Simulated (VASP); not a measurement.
# KAs4 (P4/mmm) in VASP: a series of runs

KAs4 is run at these levels: PBE+D3(BJ); tasks: single point, relaxation of cell and atoms.

Program: VASP 6.6.1. These are calculated values, not measurements. Logs are shortened: lines on timing, memory, paths and dates and some standing lists are left out, and cuts for length are marked.

### Step 1. The cell of the first run

Symmetry: P4/mmm, No. 123, tetragonal system. Conventional cell: a = 3.996 Å, b = 3.996 Å, c = 7.747 Å, α = 90.00°, β = 90.00°, γ = 90.00°. K (site symmetry 4/mmm) has 8 As at 3.32 Å and 4 K at 4.00 Å within 4.4 Å. As (site symmetry 2mm) has 5 As at 2.43 to 2.83 Å and 2 K at 3.32 Å within 3.4 Å.

### Step 2. Single point, PBE+D3(BJ)

File INCAR:

```
ALGO = Normal
EDIFF = 1E-7
ENCUT = 520
GGA = PE
ISIF = 2
ISMEAR = 0
IVDW = 12
LASPH = T
LCHARG = F
LREAL = F
LWAVE = F
NBANDS = 22
NELM = 80
PREC = Accurate
SIGMA = 0.1
```

File KPOINTS:

```
k-points
0
Gamma
  4 4 2
```

File POSCAR:

```
KAs4
1.0
    3.9955854939      0.0000000000      0.0000000000
    0.0000000000      3.9955854939      0.0000000000
    0.0000000000      0.0000000000      7.7465697589
K As
1 4
Direct
    0.0000000000      0.0000000000      0.0000000000
    0.0000000000      0.5000000000      0.6570682501
    0.5000000000      0.0000000000      0.6570682501
    0.0000000000      0.5000000000      0.3429317499
    0.5000000000      0.0000000000      0.3429317499
```

Potentials or basis: VASP PAW PBE potentials, release 64 (K_sv, As).

Launch:

```
$ cat potpaw_PBE.64/K_sv/POTCAR potpaw_PBE.64/As/POTCAR > POTCAR
$ mpirun -np 1 vasp_std > vasp.out
```

OUTCAR:

```text
EDIFF = 1E-7
   ENCUT = 520
   GGA = PE
   ISIF = 2
   ISMEAR = 0
   IVDW = 12
   LASPH = T
   LREAL = F
   NELM = 80
   PREC = Accurate
 IVDW          = 12

 ion  position               nearest neighbor table
   1  0.000  0.000  0.000-   2 3.32   3 3.32   4 3.32   5 3.32   2 3.32   4 3.32   3 3.32   5 3.32

   2  0.000  0.500  0.657-   4 2.43   3 2.83   3 2.83   3 2.83   3 2.83   1 3.32   1 3.32
   3  0.500  0.000  0.657-   5 2.43   2 2.83   2 2.83   2 2.83   2 2.83   1 3.32   1 3.32
   4  0.000  0.500  0.343-   2 2.43   5 2.83   5 2.83   5 2.83   5 2.83   1 3.32   1 3.32
   5  0.500  0.000  0.343-   3 2.43   4 2.83   4 2.83   4 2.83   4 2.83   1 3.32   1 3.32

  LATTYP: Found a simple tetragonal cell.
 ALAT       =     3.9955854939
 C/A-ratio  =     1.9387821311

  Lattice vectors:

 A1 = (   3.9955854939,   0.0000000000,   0.0000000000)
 A2 = (   0.0000000000,   3.9955854939,   0.0000000000)
 A3 = (   0.0000000000,   0.0000000000,   7.7465697589)

Analysis of symmetry for initial positions (statically):
=====================================================================
 Subroutine PRICEL returns:
 Original cell was already a primitive cell.

 Routine SETGRP: Setting up the symmetry group for a
 simple tetragonal supercell.

 Subroutine GETGRP returns: Found 16 space group operations
 (whereof 16 operations were pure point group operations)
 out of a pool of 16 trial point group operations.

The static configuration has the point symmetry D_4h.

Analysis of symmetry for dynamics (positions and initial velocities):
=====================================================================
 Subroutine PRICEL returns:
 Original cell was already a primitive cell.

 Routine SETGRP: Setting up the symmetry group for a
 simple tetragonal supercell.

 Subroutine GETGRP returns: Found 16 space group operations
 (whereof 16 operations were pure point group operations)
 out of a pool of 16 trial point group operations.

The dynamic configuration has the point symmetry D_4h.

 Subroutine INISYM returns: Found 16 space group operations
 (whereof 16 operations are pure point group operations),
 and found     1 'primitive' translations

----------------------------------------------------------------------------------------
[... 84 lines left out ...]
   ENCUT  =  520.0 eV  38.22 Ry    6.18 a.u.   7.43  7.43 14.40*2*pi/ulx,y,z
   NELM   =     80;   NELMIN=  2; NELMDL= -5     # of ELM steps
   EDIFF  = 0.1E-06   stopping-criterion for ELM
   LREAL  =      F    real-space projection
   EDIFFG = 0.1E-05   stopping-criterion for IOM
   NSW    =      0    number of steps for IOM
   IBRION =     -1    ionic relax: 0-MD 1-quasi-New 2-CG
   NFREE  =      0    steps in history (QN), initial steepest desc. (CG)
   ISIF   =      2    stress and relaxation
   ISYM   =      2    0-nonsym 1-usesym 2-fastsym
   POTIM  = 0.5000    time-step for ionic-motion
   TEBEG  =    0.0;   TEEND  =   0.0 temperature during run
   PSTRESS=    0.0 pullay stress
   NELECT =      29.0000    total number of electrons
   NUPDOWN=      -1.0000    fix difference up-down
   EMIN   =  10.00;   EMAX   =-10.00  energy-range for DOS
   EFERMI =   0.00;   METHOD = LEGACY
   ISMEAR =     0;   SIGMA  =   0.10  broadening in eV -4-tet -1-fermi 0-gaus
   EFERMI_NEDOS =   21; number of points for ismear=-14 and -15
   IALGO  =     38    algorithm
   IMIX   =      4    mixing-type and parameters
     AMIX     =   0.40;   BMIX     =  1.00
     AMIX_MAG =   1.60;   BMIX_MAG =  1.00
  volume/ion in A,a.u.               =      24.73       166.92
  Fermi-wavevector in a.u.,A,eV,Ry     =   1.009526  1.907727 13.866272  1.019142
  Thomas-Fermi vector in A             =   2.142459
   LORBIT       =      0    0 simple, 1 ext, 2 COOP (PROOUT), +10 PAW based schemes
   GGA     = PE    functional components
   LHFCALC =     F    Hartree Fock is set to
   AEXX    =    0.0000 exact exchange contribution
   IVDW    =    12    specifies the selected vdW correction
   LEPSILON=     F    determine dielectric tensor
   LRPA    =     F    only Hartree local field effects (RPA)
 non-spin polarized calculation
 Gauss-broadening in eV      SIGMA  =   0.10
  energy-cutoff  :      520.00
  volume of cell :      123.67
 maximum number of plane-waves:      3349
 NGX is ok and might be reduce to    30
   NGX = 15   NGY = 15   NGZ = 29

 number of electron      29.0000001 magnetization

 Free energy of the ion-electron system (eV)
  ---------------------------------------------------
  ext. energy  EPLUGINS =         0.00000000
  ---------------------------------------------------
  free energy    TOTEN  =       -20.07889825 eV

  energy without entropy =      -20.06699372  energy(sigma->0) =      -20.07294599

 E-fermi :   3.9724     XC(G=0):  -9.1503

 val. band max:        3.9372641545   @ k =   0.2500   0.2500   0.5000
 cond. band min:       4.0175529747   @ k =   0.5000   0.0000   0.0000
 fundamental gap:      0.0802888202
 Fermi energy:         3.9723556508

 k-point     1 :       0.0000    0.0000    0.0000
  band No.  band energies     occupation
      1     -27.1854      2.00000
      2     -10.8322      2.00000
      3     -10.6523      2.00000
      4     -10.6523      2.00000
      5     -10.4091      2.00000
      6      -7.6714      2.00000
[... 289 lines left out ...]
     21       9.0862      0.00000
     22      10.2131      0.00000

------------------------ aborting loop because EDIFF is reached ----------------------------------------

 Edisp (eV)   -1.80621

 E8    (eV) :    -0.8032

  FORCE on cell =-STRESS in cart. coord.  units (eV):
  Direction    XX          YY          ZZ          XY          YZ          ZX
  --------------------------------------------------------------------------------------
  -------------------------------------------------------------------------------------
  Total       0.12074     0.12074     0.13828     0.00000     0.00000     0.00000
  in kB       1.56419     1.56419     1.79142     0.00000     0.00000     0.00000
  external pressure =        1.64 kB  Pullay stress =        0.00 kB

 VOLUME and BASIS-vectors are now :
 -----------------------------------------------------------------------------
  energy-cutoff  :      520.00
  volume of cell :      123.67
      direct lattice vectors                 reciprocal lattice vectors
     3.995585494  0.000000000  0.000000000     0.250276211  0.000000000  0.000000000
     0.000000000  3.995585494  0.000000000     0.000000000  0.250276211  0.000000000
     0.000000000  0.000000000  7.746569759     0.000000000  0.000000000  0.129089395

 POSITION                                       TOTAL-FORCE (eV/Angst)
 -----------------------------------------------------------------------------------
      0.00000      0.00000      0.00000        -0.000000     -0.000000     -0.000000
      0.00000      1.99779      5.09003        -0.000000      0.000000      0.055512
      1.99779      0.00000      5.09003        -0.000000     -0.000000      0.055512
      0.00000      1.99779      2.65654        -0.000000     -0.000000     -0.055512
      1.99779      0.00000      2.65654         0.000000     -0.000000     -0.055512
 -----------------------------------------------------------------------------------
    total drift:                                0.000000      0.000000      0.000000

  FREE ENERGIE OF THE ION-ELECTRON SYSTEM (eV)
  ---------------------------------------------------
  free  energy   TOTEN  =       -21.8851124999 eV

  energy  without entropy=      -21.8732079711  energy(sigma->0) =      -21.87916024
```

It took 36 s on 1 thread of AMD EPYC 7R43 (Zen 3), shared host; peak memory 0.19 GiB.

What came out:

```
Free energy                : -21.8851 eV
Pressure                   : 0.2 GPa
Largest force              : 0.056 eV/Å
Band gap on the k mesh     : zero (an odd number of electrons rules out a gap without spin polarisation)
Dispersion energy per atom : -0.361 eV
```

Forces in eV/Å, atoms in the order of the input:
```
K    0.000  0.000  0.000
As   0.000  0.000  0.056
As   0.000  0.000  0.056
As   0.000  0.000 -0.056
As   0.000  0.000 -0.056
```

Caveat: the k points lie up to 0.41 Å⁻¹ apart, too coarse for converged energies and pressures of a metal.

### Step 3. Relaxation of cell and atoms, PBE+D3(BJ)

This run uses another cell than the first one, of 23.39 Å³/atom.

File INCAR:

```
SYSTEM = KAs4
PREC = Accurate
ENCUT = 600
EDIFF = 1E-6
ISMEAR = 0
SIGMA = 0.1
LREAL = .FALSE.
LASPH = .TRUE.
NELM = 80
ALGO = Normal
ISIF = 3
LWAVE = .FALSE.
LCHARG = .FALSE.
GGA = PE
IVDW = 12
IBRION = 2
NSW = 90
EDIFFG = -0.04
```

File KPOINTS:

```
Automatic mesh
0
G
  4 4 2
  0 0 0
```

File POSCAR:

```
KAs4
1.0
    3.7707963200      0.0000000000      0.0000000000
    0.0000000000      3.7707963200      0.0000000000
    0.0000000000      0.0000000000      8.2237235600
K As
1 4
Direct
    0.0000000000      0.0000000000      0.0000000000
    0.0000000000      0.5000000000      0.7298229000
    0.5000000000      0.0000000000      0.7298229000
    0.0000000000      0.5000000000      0.2701771000
    0.5000000000      0.0000000000      0.2701771000
```

Potentials or basis: VASP PAW PBE potentials, release 64 (K_sv, As).

Launch:

```
$ cat potpaw_PBE.64/K_sv/POTCAR potpaw_PBE.64/As/POTCAR > POTCAR
$ mpirun -np 1 vasp_std > vasp.out
```

It took 4.8 min on 1 thread of AMD EPYC 7R43 (Zen 3), shared host; peak memory 0.23 GiB.

Results (log left out):

```
Free energy                           : -20.6520 eV
Relaxed volume                        : 26.18 Å³/atom
Relaxed cell                          : a = 3.701 Å, b = 3.701 Å, c = 9.554 Å, α = 90.00°, β = 90.00°, γ = 90.00°
Space group after relaxing (to 0.1 Å) : P4/mmm (No. 123)
Energy gained by relaxing             : 295.2 meV/atom
Ionic steps                           : 13
Pressure after relaxing               : 0.0 GPa
Largest force after relaxing          : 0.006 eV/Å
Band gap on the k mesh                : zero (an odd number of electrons rules out a gap without spin polarisation)
Dispersion energy per atom            : -0.330 eV
```

Forces in eV/Å, atoms in the order of the input:
```
K    0.000  0.000  0.000
As   0.000  0.000  0.006
As   0.000  0.000  0.006
As   0.000  0.000 -0.006
As   0.000  0.000 -0.006
```

The path:
| step | energy change (eV) | largest force (eV/Å) | pressure (GPa) | volume (Å³) |
| --- | --- | --- | --- | --- |
| 1 | 0.0000 | 1.4510 | 5.18 | 116.93 |
| 2 | -0.9796 | 0.6282 | -0.24 | 129.88 |
| 3 | -1.2753 | 0.1824 | -3.08 | 141.76 |
| 4 | -1.3588 | 0.0280 | 2.64 | 132.81 |
| 5 | -1.4403 | 0.0910 | -0.07 | 136.38 |
| 6 | -1.4402 | 0.0894 | -0.01 | 136.27 |
| 7 | -1.4425 | 0.0871 | 0.01 | 136.07 |
| 8 | -1.4488 | 0.0793 | 0.01 | 135.45 |
| 9 | -1.4602 | 0.0623 | 0.02 | 134.21 |
| 10 | -1.4745 | 0.0171 | 0.11 | 131.74 |
| 11 | -1.4758 | 0.0062 | 0.20 | 130.56 |
| 12 | -1.4372 | 0.0063 | -1.93 | 134.35 |
| 13 | -1.4762 | 0.0057 | -0.01 | 130.89 |

Final structure:
```yaml
crystal:
  lattice:
    - [3.70133, 0.00000, 0.00000]
    - [0.00000, 3.70133, 0.00000]
    - [0.00000, 0.00000, 9.55447]
  atoms:
    - { symbol: K, position: [0.00000, 0.00000, 0.00000] }
    - { symbol: As, position: [0.00000, 0.50000, 0.69714] }
    - { symbol: As, position: [0.50000, 0.00000, 0.69714] }
    - { symbol: As, position: [0.00000, 0.50000, 0.30286] }
    - { symbol: As, position: [0.50000, 0.00000, 0.30286] }
```

Levels at points of the mesh, in eV from the Fermi level:
```csv
k point,band 11,band 12,band 13,band 14,band 15,band 16,band 17,band 18
"(0.00, 0.00, 0.00)",-2.88,-2.76,-2.75,-2.75,1.00,1.88,3.29,3.85
"(0.50, 0.00, 0.00)",-0.87,-0.40,-0.06,-0.04,0.04,0.13,1.01,1.13
"(0.50, 0.50, 0.00)",-5.60,-5.60,-0.90,-0.90,0.01,0.01,2.15,3.67
"(0.00, 0.00, 0.50)",-2.90,-2.90,-2.73,-2.73,1.72,2.27,2.60,4.02
"(0.50, 0.00, 0.50)",-0.94,-0.78,-0.10,-0.02,0.10,0.11,1.11,1.20
"(0.50, 0.50, 0.50)",-5.70,-5.62,-1.05,-1.05,0.22,0.22,2.37,4.17
```

Caveat: the k points lie up to 0.42 Å⁻¹ apart in the final cell, too coarse for converged energies and pressures of a metal; a cell axis changed by over 15 % at a fixed basis, so the end point is rough.

The gap in the log of VASP goes by the Fermi energy; the results here count the filled bands.